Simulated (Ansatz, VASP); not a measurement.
# Pt: VASP beside Ansatz

```
CELL_PARAMETERS angstrom
0.00000 1.84942 2.09262
1.84942 0.00000 2.09262
1.84942 1.84942 0.00000
ATOMIC_POSITIONS crystal
Pt 0.00000 0.00000 0.00000
```

Alike in both runs: task single point; functional LDA; k mesh 22 × 22 × 22; occupations gaussian, width 0.15 eV; no spin polarisation.

|  | VASP | Ansatz |
| --- | --- | --- |
| version | VASP 6.6.1 | Ansatz 0.2.0 |
| potentials or method | VASP PAW LDA potentials, release 64 (Pt), cutoff 520 eV | scalar-relativistic, plane waves, PAW |
| valence electrons in the cell | 10 | 18 |

```tsv
	VASP	Ansatz	Ansatz less VASP
gap on the k mesh at the Fermi level (eV)	none	none	-
pressure (GPa)	13.7	12.8	-0.86
traceless stress, the component that is largest in VASP (GPa)	-14.01	-13.99	+0.020
```

LDA's correlation is that of Perdew and Zunger in VASP and of Perdew and Wang (1992) in Ansatz. A gap of «none» marks a metal or a gap that the smearing closes. VASP's potentials hold 10 valence electrons a cell and Ansatz's 18, so a difference there can come from the potentials and not from the codes.

Neither program's run includes spin-orbit coupling.
